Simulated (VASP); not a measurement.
# TiO2 (I4_1/amd) in VASP: single point with PBE+U

Aim: the single point of TiO2 with PBE+U.

Everything below comes from runs of VASP 6.6.1. Logs are shortened: lines on timing, memory, paths and dates and some standing lists are left out, and cuts for length are marked.

### Step 1. The cell of the first run

It takes space group I4_1/amd (No. 141, tetragonal). Conventional cell: a = 3.784 Å, b = 3.784 Å, c = 9.515 Å, α = 90.00°, β = 90.00°, γ = 90.00°. Ti (site symmetry -4m2) has 6 O at 1.93 to 1.98 Å within 2.6 Å. Within 2.6 Å of O (site symmetry 2mm) lie 3 Ti at 1.93 to 1.98 Å and 2 O at 2.47 Å.

### Step 2. Single point, PBE+U, collinear spin, ferromagnetic start

The input, INCAR:

```
  PREC = Accurate
  ENCUT = 520
  EDIFF = 1E-7
  ISMEAR = -1
  SIGMA = 0.05
  LREAL = False
  LASPH = True
  NELM = 150
  ALGO = Normal
  ISIF = 2
  LWAVE = False
  LCHARG = False
  ISPIN = 2
  MAGMOM = 1 1 0 0 0 0
  LORBIT = 11
  LMAXMIX = 4
  LDAU = True
  LDAUTYPE = 2
  LDAUL = 2 -1
  LDAUU = 5.9 0
  LDAUJ = 0 0
  LDAUPRINT = 1
  GGA = PE
  NBANDS = 37
  ISYM = 0
```

The input, KPOINTS:

```
regular mesh
0
Gamma
  5 5 7
```

The input, POSCAR:

```
TiO2
1.0
   -1.8921000000      1.8921000000      4.7573000000
    1.8921000000     -1.8921000000      4.7573000000
    1.8921000000      1.8921000000     -4.7573000000
Ti O
2 4
Direct
    0.0000000000      0.0000000000      0.0000000000
    0.7500000000      0.2500000000      0.5000000000
    0.2081000000      0.2081000000      0.0000000000
    0.9581000000      0.4581000000      0.5000000000
    0.5419000000      0.0419000000      0.5000000000
    0.7919000000      0.7919000000      0.0000000000
```

Potentials or basis: VASP PAW PBE potentials, release 64 (Ti_sv, O).

Command:

```bash
> cat potpaw_PBE.64/Ti_sv/POTCAR potpaw_PBE.64/O/POTCAR > POTCAR
> mpirun -np 1 vasp_std > vasp.out
```

OUTCAR:

```text
PREC = Accurate
   ENCUT = 520
   EDIFF = 1E-7
   ISMEAR = -1
   LREAL = False
   LASPH = True
   NELM = 150
   ISIF = 2
   ISPIN = 2
   LORBIT = 11
   GGA = PE
   ISYM = 0

 ion  position               nearest neighbor table
   1  0.000  0.000  0.000-   5 1.93   4 1.93   5 1.93   4 1.93   3 1.98   6 1.98
   2  0.750  0.250  0.500-   6 1.93   3 1.93   6 1.93   3 1.93   4 1.98   5 1.98
   3  0.208  0.208  0.000-   2 1.93   2 1.93   1 1.98
   4  0.958  0.458  0.500-   1 1.93   1 1.93   2 1.98
   5  0.542  0.042  0.500-   1 1.93   1 1.93   2 1.98
   6  0.792  0.792  0.000-   2 1.93   2 1.93   1 1.98

IMPORTANT INFORMATION: All symmetrisations will be switched off!
NOSYMM: (Re-)initialisation of all symmetry stuff for point group C_1.

----------------------------------------------------------------------------------------

                                     Primitive cell

  volume of cell :      68.1253

  direct lattice vectors                    reciprocal lattice vectors
    -1.892100000  1.892100000  4.757300000     0.000000000  0.264256646  0.105101633
     1.892100000 -1.892100000  4.757300000     0.264256646  0.000000000  0.105101633
     1.892100000  1.892100000 -4.757300000     0.264256646  0.264256646  0.000000000

  length of vectors
     5.458203744  5.458203744  5.458203744     0.284390450  0.284390450  0.373715333

  position of ions in fractional coordinates (direct lattice)
     0.000000000  0.000000000  0.000000000
     0.750000000  0.250000000  0.500000000
     0.208100000  0.208100000  0.000000000
     0.958100000  0.458100000  0.500000000
     0.541900000  0.041900000  0.500000000
     0.791900000  0.791900000  0.000000000

  ion indices of the primitive-cell ions
   primitive index   ion index
                 1           1
                 2           2
                 3           3
                 4           4
                 5           5
                 6           6

----------------------------------------------------------------------------------------

 KPOINTS: regular mesh

Automatic generation of k-mesh.
 Grid dimensions read from file:
 generate k-points for:    5    5    7

 Generating k-lattice:

  Cartesian coordinates                     Fractional coordinates (reciprocal lattice)
     0.000000000  0.052851329  0.021020327     0.200000000  0.000000000  0.000000000
     0.052851329  0.000000000  0.021020327     0.000000000  0.200000000  0.000000000
     0.037750949  0.037750949  0.000000000     0.000000000  0.000000000  0.142857143

  Length of vectors
     0.056878090  0.056878090  0.053387905

  Shift w.r.t. Gamma in fractional coordinates (k-lattice)
     0.000000000  0.000000000  0.000000000

 -----------------------------------------------------------------------------
|                                                                             |
|           W    W    AA    RRRRR   N    N  II  N    N   GGGG   !!!           |
|           W    W   A  A   R    R  NN   N  II  NN   N  G    G  !!!           |
|           W    W  A    A  R    R  N N  N  II  N N  N  G       !!!           |
|           W WW W  AAAAAA  RRRRR   N  N N  II  N  N N  G  GGG   !            |
|           WW  WW  A    A  R   R   N   NN  II  N   NN  G    G                |
|           W    W  A    A  R    R  N    N  II  N    N   GGGG   !!!           |
|                                                                             |
|     Your reciprocal lattice and k-lattice belong to different lattice       |
|     classes:                                                                |
|                                                                             |
|        The reciprocal lattice is body-centered tetragonal,                  |
|        whereas your k-lattice is base-centered monoclinic.                  |
|                                                                             |
|     Results are often still useful ...                                      |
|                                                                             |
 -----------------------------------------------------------------------------

 WARNING: IBZKPT: internal override: KBLOWUP is changed to .FALSE.
      ... skipping the blow-up phase ...

 Subroutine IBZKPT returns following result:
 ===========================================

[... 84 lines left out ...]
  volume of cell :       68.13
 maximum number of plane-waves:      1850
 NGX is ok and might be reduce to    42
   NGX = 21   NGY = 21   NGZ = 21

 number of electron      47.9999989 magnetization      -0.0000012

atom =   1  type =  1  l = 2

 onsite density matrix

spin component  1

  0.0968  0.0000  0.0000  0.0000 -0.0000
  0.0000  0.0940  0.0000 -0.0000 -0.0000
  0.0000  0.0000  0.2498  0.0000  0.0000
  0.0000 -0.0000  0.0000  0.0940  0.0000
 -0.0000 -0.0000  0.0000  0.0000  0.2502

spin component  2

  0.0968  0.0000  0.0000  0.0000  0.0000
  0.0000  0.0940  0.0000 -0.0000 -0.0000
  0.0000  0.0000  0.2498  0.0000  0.0000
  0.0000 -0.0000  0.0000  0.0940  0.0000
  0.0000 -0.0000  0.0000  0.0000  0.2502

 occupancies and eigenvectors

  o =  0.0940  v =  0.0000  0.0000  0.0000  0.0000  0.0000 -0.0001  0.6287 -0.0000  0.7776  0.0000      0.0000  0.0000  0.0000  0.0000  0.0000  0.0000  0.0000  0.0000  0.0000  0.0000
  o =  0.0940  v =  0.0000  0.0000  0.0000  0.0000  0.0000  0.0000 -0.7776  0.0000  0.6287 -0.0000      0.0000  0.0000  0.0000  0.0000  0.0000  0.0000  0.0000  0.0000  0.0000  0.0000
  o =  0.0940  v =  0.0001 -0.5636  0.0000 -0.8261  0.0000  0.0000  0.0000  0.0000  0.0000  0.0000      0.0000  0.0000  0.0000  0.0000  0.0000  0.0000  0.0000  0.0000  0.0000  0.0000
  o =  0.0940  v =  0.0000 -0.8261  0.0000  0.5636 -0.0000  0.0000  0.0000  0.0000  0.0000  0.0000      0.0000  0.0000  0.0000  0.0000  0.0000  0.0000  0.0000  0.0000  0.0000  0.0000
  o =  0.0968  v =  0.0000  0.0000  0.0000  0.0000  0.0000  1.0000  0.0000 -0.0000  0.0000 -0.0000      0.0000  0.0000  0.0000  0.0000  0.0000  0.0000  0.0000  0.0000  0.0000  0.0000
  o =  0.0968  v =  1.0000  0.0000 -0.0000  0.0000  0.0000  0.0000  0.0000  0.0000  0.0000  0.0000      0.0000  0.0000  0.0000  0.0000  0.0000  0.0000  0.0000  0.0000  0.0000  0.0000
  o =  0.2498  v =  0.0000  0.0000  0.0000  0.0000  0.0000  0.0000  0.0000  1.0000  0.0000 -0.0001      0.0000  0.0000  0.0000  0.0000  0.0000  0.0000  0.0000  0.0000  0.0000  0.0000
  o =  0.2498  v =  0.0000  0.0000  1.0000  0.0000 -0.0000  0.0000  0.0000  0.0000  0.0000  0.0000      0.0000  0.0000  0.0000  0.0000  0.0000  0.0000  0.0000  0.0000  0.0000  0.0000
  o =  0.2502  v =  0.0000  0.0000  0.0000  0.0000  0.0000 -0.0000  0.0000 -0.0001 -0.0000 -1.0000      0.0000  0.0000  0.0000  0.0000  0.0000  0.0000  0.0000  0.0000  0.0000  0.0000
  o =  0.2502  v = -0.0000 -0.0000  0.0000  0.0000  1.0000  0.0000  0.0000  0.0000  0.0000  0.0000      0.0000  0.0000  0.0000  0.0000  0.0000  0.0000  0.0000  0.0000  0.0000  0.0000

atom =   2  type =  1  l = 2

 onsite density matrix

spin component  1

  0.0968  0.0000  0.0000  0.0000  0.0000
  0.0000  0.0940  0.0000 -0.0000 -0.0000
  0.0000  0.0000  0.2498  0.0000 -0.0000
  0.0000 -0.0000  0.0000  0.0940  0.0000
  0.0000 -0.0000 -0.0000  0.0000  0.2502

spin component  2

  0.0968  0.0000  0.0000  0.0000  0.0000
  0.0000  0.0940  0.0000 -0.0000 -0.0000
  0.0000  0.0000  0.2498  0.0000 -0.0000
  0.0000 -0.0000  0.0000  0.0940  0.0000
  0.0000 -0.0000 -0.0000  0.0000  0.2502

 occupancies and eigenvectors

  o =  0.0940  v =  0.0000  0.0000  0.0000  0.0000  0.0000 -0.0001  0.7695 -0.0000  0.6386  0.0000      0.0000  0.0000  0.0000  0.0000  0.0000  0.0000  0.0000  0.0000  0.0000  0.0000
  o =  0.0940  v =  0.0000  0.0000  0.0000  0.0000  0.0000 -0.0000 -0.6386 -0.0000  0.7695 -0.0000      0.0000  0.0000  0.0000  0.0000  0.0000  0.0000  0.0000  0.0000  0.0000  0.0000
  o =  0.0940  v = -0.0001  0.8009 -0.0000  0.5989 -0.0000  0.0000  0.0000  0.0000  0.0000  0.0000      0.0000  0.0000  0.0000  0.0000  0.0000  0.0000  0.0000  0.0000  0.0000  0.0000
  o =  0.0940  v = -0.0000 -0.5989 -0.0000  0.8009 -0.0000  0.0000  0.0000  0.0000  0.0000  0.0000      0.0000  0.0000  0.0000  0.0000  0.0000  0.0000  0.0000  0.0000  0.0000  0.0000
  o =  0.0968  v =  0.0000  0.0000  0.0000  0.0000  0.0000  1.0000  0.0000 -0.0000  0.0000 -0.0000      0.0000  0.0000  0.0000  0.0000  0.0000  0.0000  0.0000  0.0000  0.0000  0.0000
  o =  0.0968  v =  1.0000  0.0000 -0.0000  0.0000 -0.0000  0.0000  0.0000  0.0000  0.0000  0.0000      0.0000  0.0000  0.0000  0.0000  0.0000  0.0000  0.0000  0.0000  0.0000  0.0000
  o =  0.2498  v =  0.0000  0.0000  0.0000  0.0000  0.0000  0.0000  0.0000  1.0000  0.0000  0.0001      0.0000  0.0000  0.0000  0.0000  0.0000  0.0000  0.0000  0.0000  0.0000  0.0000
  o =  0.2498  v =  0.0000  0.0000  1.0000  0.0000  0.0002  0.0000  0.0000  0.0000  0.0000  0.0000      0.0000  0.0000  0.0000  0.0000  0.0000  0.0000  0.0000  0.0000  0.0000  0.0000
  o =  0.2502  v =  0.0000  0.0000  0.0000  0.0000  0.0000 -0.0000  0.0000  0.0001 -0.0000 -1.0000      0.0000  0.0000  0.0000  0.0000  0.0000  0.0000  0.0000  0.0000  0.0000  0.0000
  o =  0.2502  v = -0.0000  0.0000  0.0002 -0.0000 -1.0000  0.0000  0.0000  0.0000  0.0000  0.0000      0.0000  0.0000  0.0000  0.0000  0.0000  0.0000  0.0000  0.0000  0.0000  0.0000

 number of electron      47.9999989 magnetization       0.0000017

 Free energy of the ion-electron system (eV)
  ---------------------------------------------------
  ext. energy  EPLUGINS =         0.00000000
  ---------------------------------------------------
  free energy    TOTEN  =       -45.90046347 eV

  energy without entropy =      -45.90046347  energy(sigma->0) =      -45.90046347

 E-fermi :   4.9624     XC(G=0): -10.7598

 val. band max:        3.7742634038   @ k =   0.0000   0.0000   0.4286
 cond. band min:       6.7558343139   @ k =   0.0000   0.0000   0.0000
 fundamental gap:      2.9815709101
 Fermi energy:         4.9624205029

 spin component 1

 k-point     1 :       0.0000    0.0000    0.0000
  band No.  band energies     occupation
      1     -54.0841      1.00000
      2     -54.0276      1.00000
      3     -30.4630      1.00000
      4     -30.2397      1.00000
      5     -30.2397      1.00000
      6     -30.1732      1.00000
[... 1865 lines left out ...]
     35      14.4072      0.00000
     36      15.0645      0.00000

 [... further k-points ...]

 [bands above 36 left out]

------------------------ aborting loop because EDIFF is reached ----------------------------------------

  FORCE on cell =-STRESS in cart. coord.  units (eV):
  Direction    XX          YY          ZZ          XY          YZ          ZX
  --------------------------------------------------------------------------------------
  -------------------------------------------------------------------------------------
  Total        7.3913805      7.3913884      6.9230869     -0.0000269     -0.0000568     -0.0000587
  in kB      173.8310853    173.8312709    162.8177175     -0.0006322     -0.0013367     -0.0013797
  external PRESSURE =     170.1600245 kB  Pullay stress =       0.0000000 kB

 VOLUME and BASIS-vectors are now :
 -----------------------------------------------------------------------------
  energy-cutoff  :      520.00
  volume of cell :       68.13
      direct lattice vectors                 reciprocal lattice vectors
    -1.892100000  1.892100000  4.757300000     0.000000000  0.264256646  0.105101633
     1.892100000 -1.892100000  4.757300000     0.264256646  0.000000000  0.105101633
     1.892100000  1.892100000 -4.757300000     0.264256646  0.264256646  0.000000000

 POSITION                                       TOTAL-FORCE (eV/Angst)
 -----------------------------------------------------------------------------------
      0.00000      0.00000      0.00000         0.000010     -0.000010      0.000001
      0.00000      1.89210      2.37865        -0.000010      0.000009     -0.000001
      0.00000      0.00000      1.97999         0.000005     -0.000003      0.291116
      0.00000      1.89210      4.35864        -0.000002      0.000004      0.291116
      0.00000      1.89210      0.39866        -0.000006      0.000003     -0.291116
      0.00000      0.00000      7.53461         0.000003     -0.000004     -0.291115
 -----------------------------------------------------------------------------------
    total drift:                               -0.000002      0.000000      0.000001

  FREE ENERGIE OF THE ION-ELECTRON SYSTEM (eV)
  ---------------------------------------------------
  free  energy   TOTEN  =       -45.9004634744 eV

  energy  without entropy=      -45.9004634744  energy(sigma->0) =      -45.90046347

 total charge

# of ion       s       p       d       tot
------------------------------------------
    1        2.242   6.330   1.542  10.114
    2        2.242   6.330   1.542  10.114
    3        1.570   3.551   0.000   5.121
    4        1.570   3.551   0.000   5.121
    5        1.570   3.551   0.000   5.121
    6        1.570   3.551   0.000   5.121
--------------------------------------------------
tot         10.764  26.864   3.084  40.713

 magnetization (x)

# of ion       s       p       d       tot
------------------------------------------
    1        0.000  -0.000   0.000   0.000
    2        0.000  -0.000   0.000   0.000
    3       -0.000  -0.000   0.000  -0.000
    4       -0.000  -0.000   0.000  -0.000
    5       -0.000  -0.000   0.000  -0.000
    6       -0.000  -0.000   0.000  -0.000
--------------------------------------------------
tot          0.000  -0.000   0.000   0.000
```

It took 16 min on 1 thread of Intel Xeon Platinum 8259CL at 2.50GHz (Skylake/Cascade Lake), shared host; peak memory 0.5 GiB.

Results:

- Free energy: -45.9005 eV
- Pressure: 17.0 GPa
- Largest force: 0.291 eV/Å
- Band gap on the k mesh: 2.98 eV, indirect (least direct gap 3.48 eV)
- Net moment: 0.00 μB per cell
- Valence electrons inside the program's atomic spheres: Ti 10.11; O 5.12

Forces on the atoms (eV/Å):
```
Ti   0.000  0.000  0.000
Ti   0.000  0.000  0.000
O    0.000  0.000  0.291
O    0.000  0.000  0.291
O    0.000  0.000 -0.291
O    0.000  0.000 -0.291
```

Stress tensor (GPa, compression positive):
```
17.38  0.00  0.00
 0.00 17.38  0.00
 0.00  0.00 16.28
```

Levels at points of the mesh, in eV from the valence-band top:
Spin up:
```csv
k point,band 20,band 21,band 22,band 23,band 24,band 25,band 26,band 27,band 28,band 29
"(0.00, 0.00, 0.00)",-0.84,-0.76,-0.76,-0.50,-0.50,2.98,3.79,4.69,4.69,4.78
```
Spin down:
| k point | band 22 | band 23 | band 24 | band 25 | band 26 | band 27 |
| --- | --- | --- | --- | --- | --- | --- |
| (0.00, 0.00, 0.00) | -0.76 | -0.50 | -0.50 | 2.98 | 3.79 | 4.69 |

Eigenvalues of the final occupation matrices:
| site | spin | trace | eigenvalues |
| --- | --- | --- | --- |
| site 1 d | 1 | 0.78 | 0.09 0.09 0.10 0.25 0.25 |
| site 1 d | 2 | 0.78 | 0.09 0.09 0.10 0.25 0.25 |
| site 2 d | 1 | 0.78 | 0.09 0.09 0.10 0.25 0.25 |
| site 2 d | 2 | 0.78 | 0.09 0.09 0.10 0.25 0.25 |
